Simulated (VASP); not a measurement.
# I (Cmce) in VASP: notebook

I is run at these levels: PBE; tasks: single point.

Program: VASP 6.6.1. These are calculated values, not measurements. Logs are shortened: lines on timing, memory, paths and dates and some standing lists are left out, and cuts for length are marked.

### 1 The cell of the first run

Symmetry: Cmce, No. 64, orthorhombic system. Conventional cell: a = 7.413 Å, b = 4.884 Å, c = 9.986 Å, α = 90.00°, β = 90.00°, γ = 90.00°. I (site symmetry m) has 1 I at 2.73 Å within 3.6 Å.

### 2 Single point, PBE

The input, INCAR:

```
SYSTEM = I
PREC = Accurate
ENCUT = 520
EDIFF = 1E-7
ISMEAR = -1
SIGMA = 0.05
LREAL = .False.
LASPH = .True.
NELM = 100
ALGO = Normal
ISIF = 2
LWAVE = .False.
LCHARG = .False.
GGA = PE
NBANDS = 22
```

The input, KPOINTS:

```
Automatic mesh
0
Gamma
  7 7 3
  0 0 0
```

The input, POSCAR:

```
I
1.0
    3.7063282960     -2.4419931020      0.0000000000
    3.7063282960      2.4419931020      0.0000000000
    0.0000000000      0.0000000000      9.9855169996
I
4
Direct
    0.6493000000      0.3507000000      0.3844000000
    0.1493000000      0.8507000000      0.1156000000
    0.3507000000      0.6493000000      0.6156000000
    0.8507000000      0.1493000000      0.8844000000
```

Potentials or basis: VASP PAW PBE potentials, release 64 (I).

Started as:

```bash
cat potpaw_PBE.64/I/POTCAR > POTCAR
mpirun -np 1 vasp_std > vasp.out
```

OUTCAR:

```text
SYSTEM = I
   PREC = Accurate
   ENCUT = 520
   EDIFF = 1E-7
   ISMEAR = -1
   LREAL = .False.
   LASPH = .True.
   NELM = 100
   ISIF = 2
   GGA = PE

 ion  position               nearest neighbor table
   1  0.649  0.351  0.384-   3 2.73
   2  0.149  0.851  0.116-   4 2.73
   3  0.351  0.649  0.616-   1 2.73
   4  0.851  0.149  0.884-   2 2.73

  LATTYP: Found a base centered orthorhombic cell.
 ALAT       =     4.8839862040
 B/A-ratio  =     1.5177472422
 C/A-ratio  =     2.0445424255

  Lattice vectors:

 A1 = (  -3.7063282960,  -2.4419931020,   0.0000000000)
 A2 = (   3.7063282960,  -2.4419931020,   0.0000000000)
 A3 = (   0.0000000000,   0.0000000000,   9.9855169996)

Analysis of symmetry for initial positions (statically):
=====================================================================
 Subroutine PRICEL returns:
 Original cell was already a primitive cell.

 Routine SETGRP: Setting up the symmetry group for a
 base centered orthorhombic supercell.

 Subroutine GETGRP returns: Found  8 space group operations
 (whereof  4 operations were pure point group operations)
 out of a pool of  8 trial point group operations.

The static configuration has the point symmetry C_2h.
 The point group associated with its full space group is D_2h.

Analysis of symmetry for dynamics (positions and initial velocities):
=====================================================================
 Subroutine PRICEL returns:
 Original cell was already a primitive cell.

 Routine SETGRP: Setting up the symmetry group for a
 base centered orthorhombic supercell.

 Subroutine GETGRP returns: Found  8 space group operations
 (whereof  4 operations were pure point group operations)
 out of a pool of  8 trial point group operations.

The dynamic configuration has the point symmetry C_2h.
 The point group associated with its full space group is D_2h.

 Subroutine INISYM returns: Found  8 space group operations
 (whereof  4 operations are pure point group operations),
 and found     1 'primitive' translations

----------------------------------------------------------------------------------------

                                     Primitive cell

  volume of cell :     180.7544

  direct lattice vectors                    reciprocal lattice vectors
     3.706328296 -2.441993102  0.000000000     0.134904401 -0.204750783  0.000000000
     3.706328296  2.441993102  0.000000000     0.134904401  0.204750783  0.000000000
     0.000000000  0.000000000  9.985517000     0.000000000  0.000000000  0.100145040

  length of vectors
     4.438490706  4.438490706  9.985517000     0.245198044  0.245198044  0.100145040

  position of ions in fractional coordinates (direct lattice)
     0.649300000  0.350700000  0.384400000
     0.149300000  0.850700000  0.115600000
     0.350700000  0.649300000  0.615600000
     0.850700000  0.149300000  0.884400000

  ion indices of the primitive-cell ions
   primitive index   ion index
                 1           1
                 2           2
                 3           3
                 4           4

----------------------------------------------------------------------------------------

 KPOINTS: Automatic mesh

Automatic generation of k-mesh.
 Grid dimensions read from file:
 generate k-points for:    7    7    3

 Generating k-lattice:

  Cartesian coordinates                     Fractional coordinates (reciprocal lattice)
     0.019272057 -0.029250112  0.000000000     0.142857143  0.000000000  0.000000000
     0.019272057  0.029250112  0.000000000     0.000000000  0.142857143  0.000000000
     0.000000000  0.000000000  0.033381680     0.000000000  0.000000000  0.333333333

  Length of vectors
     0.035028292  0.035028292  0.033381680

  Shift w.r.t. Gamma in fractional coordinates (k-lattice)
     0.000000000  0.000000000  0.000000000

 Subroutine IBZKPT returns following result:
 ===========================================

 Found     32 irreducible k-points:

 Following reciprocal coordinates:
            Coordinates               Weight
  0.000000  0.000000  0.000000      1.000000
  0.142857  0.000000  0.000000      4.000000
  0.285714  0.000000  0.000000      4.000000
  0.428571 -0.000000  0.000000      4.000000
  0.142857  0.142857  0.000000      2.000000
  0.285714  0.142857  0.000000      4.000000
[... 16 lines left out ...]
  0.428571  0.142857  0.333333      8.000000
 -0.428571  0.142857  0.333333      8.000000
 [... further k-points ...]
   k-points           NKPTS =     32   k-points in BZ     NKDIM =     32   number of bands    NBANDS=     22
   number of dos      NEDOS =    301   number of ions     NIONS =      4
   total plane-waves  NPLWV = 103680
   dimension x,y,z NGX =    36 NGY =   36 NGZ =   80
   dimension x,y,z NGXF=    72 NGYF=   72 NGZF=  160
   ions per type =               4
   NGX,Y,Z   is equivalent  to a cutoff of  13.48, 13.48, 13.32 a.u.
   NGXF,Y,Z  is equivalent  to a cutoff of  26.97, 26.97, 26.64 a.u.
 SYSTEM =  I
   PREC   = accura    normal or accurate (medium, high low for compatibility)
   ISTART =      0    job   : 0-new  1-cont  2-samecut
   ICHARG =      2    charge: 1-file 2-atom 10-const
   ISPIN  =      1    spin polarized calculation?
   LNONCOLLINEAR =      F non collinear calculations
   LSORBIT =      F    spin-orbit coupling
   LASPH  =      T    aspherical Exc in radial PAW
   ENCUT  =  520.0 eV  38.22 Ry    6.18 a.u.   8.25  8.25 18.57*2*pi/ulx,y,z
   NELM   =    100;   NELMIN=  2; NELMDL= -5     # of ELM steps
   EDIFF  = 0.1E-06   stopping-criterion for ELM
   LREAL  =      F    real-space projection
   EDIFFG = 0.1E-05   stopping-criterion for IOM
   NSW    =      0    number of steps for IOM
   IBRION =     -1    ionic relax: 0-MD 1-quasi-New 2-CG
   NFREE  =      0    steps in history (QN), initial steepest desc. (CG)
   ISIF   =      2    stress and relaxation
   ISYM   =      2    0-nonsym 1-usesym 2-fastsym
   POTIM  = 0.5000    time-step for ionic-motion
   TEBEG  =    0.0;   TEEND  =   0.0 temperature during run
   PSTRESS=    0.0 pullay stress
   NELECT =      28.0000    total number of electrons
   NUPDOWN=      -1.0000    fix difference up-down
   EMIN   =  10.00;   EMAX   =-10.00  energy-range for DOS
   EFERMI =   0.00;   METHOD = LEGACY
   ISMEAR =    -1;   SIGMA  =   0.05  broadening in eV -4-tet -1-fermi 0-gaus
   EFERMI_NEDOS =   21; number of points for ismear=-14 and -15
   IALGO  =     38    algorithm
   IMIX   =      4    mixing-type and parameters
     AMIX     =   0.40;   BMIX     =  1.00
     AMIX_MAG =   1.60;   BMIX_MAG =  1.00
  volume/ion in A,a.u.               =      45.19       304.95
  Fermi-wavevector in a.u.,A,eV,Ry     =   0.879221  1.661486 10.517698  0.773029
  Thomas-Fermi vector in A             =   1.999415
   LORBIT       =      0    0 simple, 1 ext, 2 COOP (PROOUT), +10 PAW based schemes
   GGA     = PE    functional components
   LHFCALC =     F    Hartree Fock is set to
   AEXX    =    0.0000 exact exchange contribution
   IVDW    =     0    specifies the selected vdW correction
   LEPSILON=     F    determine dielectric tensor
   LRPA    =     F    only Hartree local field effects (RPA)
 non-spin polarized calculation
  energy-cutoff  :      520.00
  volume of cell :      180.75
 maximum number of plane-waves:      4881
 NGX is ok and might be reduce to    36
   NGX = 17   NGY = 17   NGZ = 37

 number of electron      27.9999999 magnetization

 Free energy of the ion-electron system (eV)
  ---------------------------------------------------
  ext. energy  EPLUGINS =         0.00000000
  ---------------------------------------------------
  free energy    TOTEN  =        -5.95166081 eV

  energy without entropy =       -5.95165950  energy(sigma->0) =       -5.95166016

 E-fermi :   2.5425     XC(G=0):  -7.7657

 val. band max:        1.9337638491   @ k =   0.0000   0.0000   0.0000
 cond. band min:       3.1448047976   @ k =   0.4286   0.4286   0.0000
 fundamental gap:      1.2110409485
 Fermi energy:         2.5425199327

 k-point     1 :       0.0000    0.0000    0.0000
  band No.  band energies     occupation
      1     -11.3324      2.00000
      2     -10.9208      2.00000
      3      -9.4495      2.00000
      4      -8.6460      2.00000
      5      -2.3215      2.00000
      6      -1.1325      2.00000
[... 14 lines left out ...]
     21       9.2707      0.00000
     22       9.5279      0.00000

 k-point     2 :       0.1429    0.0000    0.0000
  band No.  band energies     occupation
      1     -11.2779      2.00000
      2     -10.9006      2.00000
      3      -9.4088      2.00000
      4      -8.6885      2.00000
      5      -2.3104      2.00000
      6      -1.2706      2.00000
[... 14 lines left out ...]
     21       9.0973      0.00000
     22       9.3943      0.00000

 k-point     3 :       0.2857    0.0000    0.0000
  band No.  band energies     occupation
      1     -11.1376      2.00000
      2     -10.8653      2.00000
      3      -9.2993      2.00000
      4      -8.8082      2.00000
      5      -2.3137      2.00000
      6      -1.6725      2.00000
[... 14 lines left out ...]
     21       9.3864      0.00000
     22       9.9951      0.00000

 k-point     4 :       0.4286   -0.0000    0.0000
  band No.  band energies     occupation
      1     -10.9771      2.00000
      2     -10.8763      2.00000
      3      -9.1476      2.00000
      4      -8.9750      2.00000
      5      -2.2987      2.00000
      6      -2.0948      2.00000
[... 14 lines left out ...]
     21       9.8390      0.00000
     22      10.4902      0.00000

 k-point     5 :       0.1429    0.1429    0.0000
  band No.  band energies     occupation
      1     -11.2853      2.00000
      2     -10.8863      2.00000
      3      -9.4103      2.00000
      4      -8.6390      2.00000
      5      -2.2804      2.00000
      6      -1.1835      2.00000
[... 14 lines left out ...]
     21       9.4668      0.00000
     22       9.5528      0.00000

 k-point     6 :       0.2857    0.1429    0.0000
  band No.  band energies     occupation
      1     -11.1969      2.00000
      2     -10.8450      2.00000
      3      -9.3418      2.00000
      4      -8.6822      2.00000
      5      -2.2502      2.00000
      6      -1.3655      2.00000
[... 14 lines left out ...]
     21       9.0963      0.00000
     22       9.7908      0.00000

 k-point     7 :       0.4286    0.1429    0.0000
  band No.  band energies     occupation
      1     -11.0559      2.00000
      2     -10.8229      2.00000
      3      -9.2293      2.00000
      4      -8.8183      2.00000
      5      -2.2636      2.00000
      6      -1.7880      2.00000
[... 324 lines left out ...]
      6      -1.9919      2.00000
[... 14 lines left out ...]
     21      10.1584      0.00000
     22      10.4515      0.00000

 k-point    21 :       0.1429    0.1429    0.3333
  band No.  band energies     occupation
      1     -11.2061      2.00000
      2     -11.0129      2.00000
      3      -9.1977      2.00000
      4      -8.8189      2.00000
      5      -2.0521      2.00000
      6      -1.5326      2.00000
[... 14 lines left out ...]
     21       9.4339      0.00000
     22       9.4572      0.00000

 k-point    22 :       0.2857    0.1429    0.3333
  band No.  band energies     occupation
      1     -11.1253      2.00000
      2     -10.9537      2.00000
      3      -9.1609      2.00000
      4      -8.8358      2.00000
      5      -2.0730      2.00000
      6      -1.6518      2.00000
[... 14 lines left out ...]
     21       9.2422      0.00000
     22       9.2961      0.00000

 k-point    23 :       0.4286    0.1429    0.3333
  band No.  band energies     occupation
      1     -11.0051      2.00000
      2     -10.8899      2.00000
      3      -9.1197      2.00000
      4      -8.9155      2.00000
      5      -2.1283      2.00000
      6      -1.8417      2.00000
[... 14 lines left out ...]
     21       9.3211      0.00000
     22       9.6242      0.00000

 k-point    24 :      -0.4286    0.1429    0.3333
  band No.  band energies     occupation
      1     -10.9181      2.00000
      2     -10.8907      2.00000
      3      -9.0738      2.00000
      4      -9.0282      2.00000
      5      -2.0896      2.00000
      6      -2.0224      2.00000
[... 14 lines left out ...]
     21       9.9762      0.00000
     22      10.3491      0.00000

 [... further k-points ...]
[... 5 lines left out ...]
  --------------------------------------------------------------------------------------
  -------------------------------------------------------------------------------------
  Total        1.0052299     -0.0449917      0.0443093      0.0000000      0.0000000      0.0000000
  in kB        8.9101933     -0.3987993      0.3927504      0.0000000      0.0000000      0.0000000
  external PRESSURE =       2.9680481 kB  Pullay stress =       0.0000000 kB

 VOLUME and BASIS-vectors are now :
 -----------------------------------------------------------------------------
  energy-cutoff  :      520.00
  volume of cell :      180.75
      direct lattice vectors                 reciprocal lattice vectors
     3.706328296 -2.441993102  0.000000000     0.134904401 -0.204750783  0.000000000
     3.706328296  2.441993102  0.000000000     0.134904401  0.204750783  0.000000000
     0.000000000  0.000000000  9.985517000     0.000000000  0.000000000  0.100145040

 POSITION                                       TOTAL-FORCE (eV/Angst)
 -----------------------------------------------------------------------------------
      3.70633     -0.72918      3.83843         0.000000     -0.105070     -0.353672
      3.70633      1.71281      1.15433         0.000000     -0.105070      0.353672
      3.70633      0.72918      6.14708         0.000000      0.105070      0.353672
      3.70633     -1.71281      8.83119         0.000000      0.105070     -0.353672
 -----------------------------------------------------------------------------------
    total drift:                               -0.000000     -0.000000     -0.000000

  FREE ENERGIE OF THE ION-ELECTRON SYSTEM (eV)
  ---------------------------------------------------
  free  energy   TOTEN  =        -5.9516608122 eV

  energy  without entropy=       -5.9516595000  energy(sigma->0) =       -5.95166016
```

Run time: 87 s. Hardware: 1 thread of AMD EPYC 9R14 (Zen 4), shared host; peak memory 0.3 GiB.

Results:

```
Free energy            : -5.9517 eV
Pressure               : 0.3 GPa
Largest force          : 0.369 eV/Å
Band gap on the k mesh : 1.21 eV, indirect (least direct gap 1.27 eV)
```

Forces on the atoms (eV/Å):
```
I    0.000 -0.105 -0.354
I    0.000 -0.105  0.354
I    0.000  0.105  0.354
I    0.000  0.105 -0.354
```

Caveat: spin-orbit coupling is left out, which moves the levels of the heavy elements.

[end of part 1 of 2]
